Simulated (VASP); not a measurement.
# Cl in VASP: notebook

Cl is run at these levels: PBE+D3(BJ); tasks: single point.

All numbers are computed with VASP 6.6.1; they aren't measurements. Logs are shortened: lines on timing, memory, paths and dates and some standing lists are left out, and cuts for length are marked.

## (1) The cell of the first run

The cell holds an amorphous packing of atoms, 16 atoms: a = 8.434 Å, b = 8.434 Å, c = 8.434 Å, α = 90.00°, β = 90.00°, γ = 90.00°.

## (2) Single point, PBE+D3(BJ)

INCAR

```
PREC     = Accurate       # precision mode
ENCUT    = 520            # plane-wave cutoff, eV
EDIFF    = 1E-6           # SCF threshold, eV
ISMEAR   = -1             # smearing method
SIGMA    = 0.02           # smearing width, eV
LREAL    = Auto         
LASPH    = T              # aspherical terms in the spheres
NELM     = 100            # most SCF steps
ALGO     = Normal         # electronic algorithm
ISIF     = 2              # what is computed and relaxed
LWAVE    = F              # write WAVECAR
LCHARG   = F              # write CHGCAR
GGA      = PE             # functional
IVDW     = 12             # dispersion correction
NBANDS   = 70             # bands
```

KPOINTS

```
regular mesh
0
Gamma
  1 1 1
```

POSCAR

```
Cl
1.0
    8.4343270000      0.0000000000      0.0000000000
    0.0000000000      8.4343270000      0.0000000000
    0.0000000000      0.0000000000      8.4343270000
Cl
16
Direct
    0.9490074583      0.5662967838      0.8773796085
    0.8367370925      0.4439364563      1.0444185602
    0.1330803929     -0.0467029186      0.2483120554
    0.1615989368     -0.0230796647      0.0082160070
    0.3326967711      0.7689514013      0.6039836007
    0.1230899266      0.8823461238      0.6127472129
    0.6014087350      0.9331271109      0.2149781736
    0.7353535472      0.8808238872      0.0265975134
    0.4295114064      0.3260516119      0.4353836958
    0.4431511940      0.1685316953      0.6117149868
    0.8756241981      0.2135521189      0.5156280696
    0.8489228197      0.1387598638      0.7417137241
    0.2851705142      0.3441045748      0.0428714123
    0.3642225624      0.5536642739      0.1317913564
    0.6595562744      0.6016754852      0.5282937717
    0.7153523703      0.8203553963      0.6178819515
```

Potentials or basis: VASP PAW PBE potentials, release 64 (Cl).

Launch:

```console
cat potpaw_PBE.64/Cl/POTCAR > POTCAR
mpirun -np 1 vasp_gam > vasp.out
```

OUTCAR:

```text
PREC = Accurate
   ENCUT = 520
   EDIFF = 1E-6
   ISMEAR = -1
   LREAL = Auto
   LASPH = T
   NELM = 100
   ISIF = 2
   GGA = PE
   IVDW = 12
 IVDW          = 12

 ion  position               nearest neighbor table
   1  0.949  0.566  0.877-   2 1.99
   2  0.837  0.444  0.044-   1 1.99
   3  0.133  0.953  0.248-   4 2.05
   4  0.162  0.977  0.008-   3 2.05
   5  0.333  0.769  0.604-   6 2.01
   6  0.123  0.882  0.613-   5 2.01
[... 8 lines left out ...]
  15  0.660  0.602  0.528-  16 2.05
  16  0.715  0.820  0.618-  15 2.05

  LATTYP: Found a simple cubic cell.
 ALAT       =     8.4343270000

  Lattice vectors:

 A1 = (   8.4343270000,   0.0000000000,   0.0000000000)
 A2 = (   0.0000000000,   8.4343270000,   0.0000000000)
 A3 = (   0.0000000000,   0.0000000000,   8.4343270000)

Analysis of symmetry for initial positions (statically):
=====================================================================
 Subroutine PRICEL returns:
 Original cell was already a primitive cell.

 Routine SETGRP: Setting up the symmetry group for a
 simple cubic supercell.

 Subroutine GETGRP returns: Found  1 space group operations
 (whereof  1 operations were pure point group operations)
 out of a pool of 48 trial point group operations.

The static configuration has the point symmetry C_1 .

Analysis of symmetry for dynamics (positions and initial velocities):
=====================================================================
 Subroutine PRICEL returns:
 Original cell was already a primitive cell.

 Routine SETGRP: Setting up the symmetry group for a
 simple cubic supercell.

 Subroutine GETGRP returns: Found  1 space group operations
 (whereof  1 operations were pure point group operations)
 out of a pool of 48 trial point group operations.

The dynamic configuration has the point symmetry C_1 .

 Subroutine INISYM returns: Found  1 space group operations
 (whereof  1 operations are pure point group operations),
 and found     1 'primitive' translations

----------------------------------------------------------------------------------------

                                     Primitive cell

  volume of cell :     600.0001

  direct lattice vectors                    reciprocal lattice vectors
     8.434327000  0.000000000  0.000000000     0.118563105  0.000000000  0.000000000
     0.000000000  8.434327000  0.000000000     0.000000000  0.118563105  0.000000000
     0.000000000  0.000000000  8.434327000     0.000000000  0.000000000  0.118563105

  length of vectors
     8.434327000  8.434327000  8.434327000     0.118563105  0.118563105  0.118563105

  position of ions in fractional coordinates (direct lattice)
     0.949007458  0.566296784  0.877379608
     0.836737093  0.443936456  0.044418560
     0.133080393  0.953297081  0.248312055
     0.161598937  0.976920335  0.008216007
     0.332696771  0.768951401  0.603983601
     0.123089927  0.882346124  0.612747213
[... 8 lines left out ...]
     0.659556274  0.601675485  0.528293772
     0.715352370  0.820355396  0.617881952

  ion indices of the primitive-cell ions
   primitive index   ion index
                 1           1
                 2           2
                 3           3
                 4           4
                 5           5
                 6           6
[... 8 lines left out ...]
                15          15
                16          16

----------------------------------------------------------------------------------------

 KPOINTS: regular mesh

Automatic generation of k-mesh.
 Grid dimensions read from file:
 generate k-points for:    1    1    1

 Generating k-lattice:

  Cartesian coordinates                     Fractional coordinates (reciprocal lattice)
     0.118563105  0.000000000  0.000000000     1.000000000  0.000000000  0.000000000
     0.000000000  0.118563105  0.000000000     0.000000000  1.000000000  0.000000000
     0.000000000  0.000000000  0.118563105     0.000000000  0.000000000  1.000000000

  Length of vectors
     0.118563105  0.118563105  0.118563105

  Shift w.r.t. Gamma in fractional coordinates (k-lattice)
     0.000000000  0.000000000  0.000000000

 Subroutine IBZKPT returns following result:
 ===========================================

 Found      1 irreducible k-points:

 Following reciprocal coordinates:
            Coordinates               Weight
  0.000000  0.000000  0.000000      1.000000
   k-points           NKPTS =      1   k-points in BZ     NKDIM =      1   number of bands    NBANDS=     70
   number of dos      NEDOS =    301   number of ions     NIONS =     16
   total plane-waves  NPLWV = 262144
   dimension x,y,z NGX =    64 NGY =   64 NGZ =   64
   dimension x,y,z NGXF=   128 NGYF=  128 NGZF=  128
   ions per type =              16
   NGX,Y,Z   is equivalent  to a cutoff of  12.61, 12.61, 12.61 a.u.
   NGXF,Y,Z  is equivalent  to a cutoff of  25.23, 25.23, 25.23 a.u.
 SYSTEM =  unknown system
   PREC   = accura    normal or accurate (medium, high low for compatibility)
   ISTART =      0    job   : 0-new  1-cont  2-samecut
   ICHARG =      2    charge: 1-file 2-atom 10-const
   ISPIN  =      1    spin polarized calculation?
   LNONCOLLINEAR =      F non collinear calculations
   LSORBIT =      F    spin-orbit coupling
   LASPH  =      T    aspherical Exc in radial PAW
   ENCUT  =  520.0 eV  38.22 Ry    6.18 a.u.  15.68 15.68 15.68*2*pi/ulx,y,z
   NELM   =    100;   NELMIN=  2; NELMDL= -5     # of ELM steps
   EDIFF  = 0.1E-05   stopping-criterion for ELM
   LREAL  =      T    real-space projection
   EDIFFG = 0.1E-04   stopping-criterion for IOM
   NSW    =      0    number of steps for IOM
   IBRION =     -1    ionic relax: 0-MD 1-quasi-New 2-CG
   NFREE  =      0    steps in history (QN), initial steepest desc. (CG)
   ISIF   =      2    stress and relaxation
   ISYM   =      2    0-nonsym 1-usesym 2-fastsym
   POTIM  = 0.5000    time-step for ionic-motion
   TEBEG  =    0.0;   TEEND  =   0.0 temperature during run
   PSTRESS=    0.0 pullay stress
   NELECT =     112.0000    total number of electrons
   NUPDOWN=      -1.0000    fix difference up-down
   EMIN   =  10.00;   EMAX   =-10.00  energy-range for DOS
   EFERMI =   0.00;   METHOD = LEGACY
   ISMEAR =    -1;   SIGMA  =   0.02  broadening in eV -4-tet -1-fermi 0-gaus
   EFERMI_NEDOS =   21; number of points for ismear=-14 and -15
   IALGO  =     38    algorithm
   IMIX   =      4    mixing-type and parameters
     AMIX     =   0.40;   BMIX     =  1.00
     AMIX_MAG =   1.60;   BMIX_MAG =  1.00
  volume/ion in A,a.u.               =      37.50       253.06
  Fermi-wavevector in a.u.,A,eV,Ry     =   0.935615  1.768056 11.910200  0.875375
  Thomas-Fermi vector in A             =   2.062540
   LORBIT       =      0    0 simple, 1 ext, 2 COOP (PROOUT), +10 PAW based schemes
   GGA     = PE    functional components
   LHFCALC =     F    Hartree Fock is set to
   AEXX    =    0.0000 exact exchange contribution
   IVDW    =    12    specifies the selected vdW correction
   LEPSILON=     F    determine dielectric tensor
   LRPA    =     F    only Hartree local field effects (RPA)
 non-spin polarized calculation
  energy-cutoff  :      520.00
  volume of cell :      600.00
 maximum number of plane-waves:      8068
 NGX is ok and might be reduce to    64
   NGX = 31   NGY = 31   NGZ = 31

 number of electron     112.0000000 magnetization

 Free energy of the ion-electron system (eV)
  ---------------------------------------------------
  ext. energy  EPLUGINS =         0.00000000
  ---------------------------------------------------
  free energy    TOTEN  =       -29.22811223 eV

  energy without entropy =      -29.22811223  energy(sigma->0) =      -29.22811223

 E-fermi :  -1.5797     XC(G=0):  -6.5539

 val. band max:       -2.1202278439   @ k =   0.0000   0.0000   0.0000
 cond. band min:       0.3061485375   @ k =   0.0000   0.0000   0.0000
 fundamental gap:      2.4263763815
 Fermi energy:        -1.5797022746

 k-point     1 :       0.0000    0.0000    0.0000
  band No.  band energies     occupation
      1     -18.7921      2.00000
      2     -18.6451      2.00000
      3     -18.5852      2.00000
      4     -18.5631      2.00000
      5     -18.5075      2.00000
      6     -18.2454      2.00000
[... 60 lines left out ...]
     67       5.9750      0.00000
     68       6.0090      0.00000
 [bands above 68 left out]

------------------------ aborting loop because EDIFF is reached ----------------------------------------

 Edisp (eV)   -1.76854

 E8    (eV) :    -0.5806

  FORCE on cell =-STRESS in cart. coord.  units (eV):
  Direction    XX          YY          ZZ          XY          YZ          ZX
  --------------------------------------------------------------------------------------
  -------------------------------------------------------------------------------------
  Total      -0.66914    -2.29995    -4.25025    -0.80227    -0.30849     0.06595
  in kB      -1.78680    -6.14154   -11.34941    -2.14230    -0.82375     0.17611
  external pressure =       -6.43 kB  Pullay stress =        0.00 kB

 VOLUME and BASIS-vectors are now :
 -----------------------------------------------------------------------------
  energy-cutoff  :      520.00
  volume of cell :      600.00
      direct lattice vectors                 reciprocal lattice vectors
     8.434327000  0.000000000  0.000000000     0.118563105  0.000000000  0.000000000
     0.000000000  8.434327000  0.000000000     0.000000000  0.118563105  0.000000000
     0.000000000  0.000000000  8.434327000     0.000000000  0.000000000  0.118563105

 POSITION                                       TOTAL-FORCE (eV/Angst)
 -----------------------------------------------------------------------------------
      8.00424      4.77633      7.40011         0.058902      0.035931     -0.026948
      7.05731      3.74431      0.37464        -0.047552     -0.043058      0.083164
      1.12244      8.04042      2.09435         0.014953      0.003301     -0.294815
      1.36298      8.23967      0.06930        -0.043348     -0.126490      0.293605
      2.80607      6.48559      5.09420        -0.145236      0.066013     -0.020530
      1.03818      7.44200      5.16811         0.152342     -0.048048      0.014257
[... 8 lines left out ...]
      5.56291      5.07473      4.45580         0.046301      0.360616      0.174039
      6.03352      6.91915      5.21142         0.009927     -0.287829     -0.159378
 -----------------------------------------------------------------------------------
    total drift:                               -0.000039     -0.001718     -0.000787

  FREE ENERGIE OF THE ION-ELECTRON SYSTEM (eV)
  ---------------------------------------------------
  free  energy   TOTEN  =       -30.9966561742 eV

  energy  without entropy=      -30.9966561742  energy(sigma->0) =      -30.99665617
```

It took 34 s on 1 thread of Intel Xeon 6975P-C (Granite Rapids), shared host; peak memory 0.49 GiB.

Results:

```yaml
Free_energy: -30.9967 eV
Pressure: -0.6 GPa
Largest_force: 0.463 eV/Å
Band_gap_on_the_k_mesh: 2.43 eV
Dispersion_energy_per_atom: -0.111 eV
```

Forces on the atoms (eV/Å):
```
Cl   0.059  0.036 -0.027
Cl  -0.048 -0.043  0.083
Cl   0.015  0.003 -0.295
Cl  -0.043 -0.126  0.294
Cl  -0.145  0.066 -0.021
Cl   0.152 -0.048  0.014
Cl   0.017  0.022 -0.021
Cl  -0.073 -0.001  0.021
Cl  -0.030  0.061  0.026
Cl   0.006  0.013 -0.043
Cl   0.011 -0.067  0.294
Cl   0.005  0.093 -0.310
Cl   0.140  0.328  0.149
Cl  -0.121 -0.410 -0.180
Cl   0.046  0.361  0.174
Cl   0.010 -0.288 -0.159
```

Levels at points of the mesh, in eV from the valence-band top:
| k point | band 54 | band 55 | band 56 | band 57 | band 58 | band 59 |
| --- | --- | --- | --- | --- | --- | --- |
| (0.00, 0.00, 0.00) | -0.08 | -0.05 | 0.00 | 2.43 | 2.59 | 2.70 |

Caveat: the k points lie up to 0.74 Å⁻¹ apart.

## (3) Single point, PBE+D3(BJ)

INCAR

```
PREC = Accurate
ENCUT = 520
EDIFF = 1E-6
ISMEAR = -1
SIGMA = 0.02
LREAL = Auto
LASPH = T
NELM = 60
ALGO = Normal
ISIF = 2
LWAVE = F
LCHARG = T
GGA = PE
IVDW = 12
LELF = T
LVHAR = T
NBANDS = 70
```

KPOINTS is that of step 2.

POSCAR

```
Cl
1.0
    8.4343270000      0.0000000000      0.0000000000
    0.0000000000      8.4343270000      0.0000000000
    0.0000000000      0.0000000000      8.4343270000
Cl
16
Direct
    0.9783116068      0.4663086930      0.9647598439
    0.8585510142      0.4619929960      1.1612781909
    0.1567167125      0.0766391912      0.1930207354
    0.2505001288     -0.0660040807      0.0306722753
    0.3581435721      0.7729365959      0.6321784773
    0.1843774850      0.9395296151      0.7174846316
    0.7007909463      0.7757109726      0.2178122807
    0.7702926386      0.8422011620      0.0197289007
    0.3815716417      0.4095051093      0.3953723872
    0.4072286977      0.2106984944      0.5377666766
    0.9333524773      0.2104257992      0.5381460785
    0.9898952222      0.1602736057      0.7511209845
    0.3418885704      0.3706519797     -0.0754417039
    0.3063552077      0.5776275926      0.0571829857
    0.7249659635      0.6178916231      0.5539979657
    0.8216897448      0.8198875856      0.6565194828
```

Potentials or basis: VASP PAW PBE potentials, release 64 (Cl).

Launch:

```console
cat potpaw_PBE.64/Cl/POTCAR > POTCAR
mpirun -np 1 vasp_gam > vasp.out
```

Wall time 36 s (1 thread of Intel Xeon 6975P-C (Granite Rapids), shared host); peak memory 0.5 GiB.

Results (log left out):

```yaml
Free_energy: -29.0578 eV
Pressure: 1.2 GPa
Largest_force: 3.591 eV/Å
Band_gap_on_the_k_mesh: 1.46 eV
Dispersion_energy_per_atom: -0.111 eV
```

Forces in eV/Å, atoms in the order of the input:
```
Cl  -0.051 -0.124 -0.872
Cl  -0.324 -0.439  0.774
Cl  -0.084  0.107  0.591
Cl   0.213  0.064  0.987
Cl  -0.598  0.516  0.392
Cl   1.174 -1.213 -2.141
Cl  -1.351 -0.278  3.315
Cl   0.954  1.000 -3.032
Cl   0.169 -0.882  0.535
Cl  -0.072  0.879 -0.552
Cl  -0.449  0.388 -1.821
Cl  -0.151  0.059  1.870
Cl   0.071  0.876  0.602
Cl   0.666 -0.715 -0.538
Cl   0.294  0.759  0.732
Cl  -0.461 -0.997 -0.841
```

Stress tensor (GPa, compression positive):
```
 0.86 -0.14 -0.57
-0.14 -0.53 -0.45
-0.57 -0.45  3.41
```

Levels at points of the mesh, in eV from the valence-band top:
```
           k point  band 52  band 53  band 54  band 55  band 56  band 57  band 58  band 59  band 60  band 61
(0.00, 0.00, 0.00)    -0.57    -0.53    -0.28    -0.18     0.00     1.46     1.63     1.89     1.91     2.24
```

Caveat: the k points lie up to 0.74 Å⁻¹ apart.

## (4) Single point, PBE+D3(BJ)

INCAR

```
PREC = Accurate
ENCUT = 520
EDIFF = 1E-6
ISMEAR = -1
SIGMA = 0.02
LREAL = Auto
LASPH = True
NELM = 100
ALGO = Normal
ISIF = 2
LWAVE = False
LCHARG = False
GGA = PE
IVDW = 12
NBANDS = 70
```

KPOINTS

```
Automatic mesh
0
Gamma
  1 1 1
```

POSCAR

```
Cl
1.0
    8.4343270000      0.0000000000      0.0000000000
    0.0000000000      8.4343270000      0.0000000000
    0.0000000000      0.0000000000      8.4343270000
Cl
16
Direct
    0.8504887230      0.3970441269      0.9667635604
    0.8001112596      0.4528992058      1.1946774177
    0.1924753451      0.0178674600      0.2255663078
    0.3559382983     -0.0376437859      0.0466782945
    0.4550214854      0.7720947978      0.5574007268
    0.2159982652      0.8541286104      0.5867688080
    0.6511130052      0.8246893913      0.2752916741
    0.7896184248      0.8765251810      0.0847370513
    0.3994746706      0.3926810047      0.2743194567
    0.3482079839      0.2262302612      0.4403196604
    1.0008860221      0.2669448315      0.4867489724
    0.8787778800      0.1330278041      0.6451492810
    0.4250961576      0.4511800408     -0.1383394312
    0.4237919635      0.6578948148     -0.0319409006
    0.7100625812      0.5890096507      0.5505240667
    0.7695101221      0.7420034817      0.7225828451
```

Launch:

```console
cat potpaw_PBE.64/Cl/POTCAR > POTCAR
mpirun -np 1 vasp_gam > vasp.out
```

Run time: 35 s. Hardware: 1 thread of Intel Xeon 6975P-C (Granite Rapids), shared host; peak memory 0.49 GiB.

It converged, with:

| Quantity | Value |
| --- | --- |
| Free energy | -29.4368 eV |
| Pressure | 0.2 GPa |
| Largest force | 2.209 eV/Å |
| Band gap on the k mesh | 1.53 eV |
| Dispersion energy per atom | -0.113 eV |

Forces on the atoms (eV/Å):
```
Cl  -0.047 -0.057  0.440
Cl   0.237 -0.067 -0.598
Cl   0.452 -0.929 -1.744
Cl  -1.004  0.762  0.712
Cl  -2.183  0.337 -0.024
Cl   1.319 -0.217 -0.033
Cl   0.270  0.437 -0.507
Cl  -0.171  0.063  0.351
Cl  -0.100 -0.375  0.468
Cl   1.157  1.084  0.270
Cl  -0.647 -0.426  0.522
Cl   0.100  0.359 -0.335
Cl   0.087 -1.149 -0.598
Cl  -0.295  0.607  0.550
Cl   0.408 -0.253  0.283
Cl   0.419 -0.177  0.244
```

Stress tensor (GPa, compression positive):
```
-0.02  0.15  1.00
 0.15  0.69  0.47
 1.00  0.47 -0.01
```

Levels at points of the mesh, in eV from the valence-band top:
| k point | band 53 | band 54 | band 55 | band 56 | band 57 | band 58 | band 59 | band 60 |
| --- | --- | --- | --- | --- | --- | --- | --- | --- |
| (0.00, 0.00, 0.00) | -0.40 | -0.23 | -0.21 | 0.00 | 1.53 | 1.60 | 1.72 | 2.06 |

Caveat: the k points lie up to 0.74 Å⁻¹ apart.

(Part 1 of 2 ends here.)
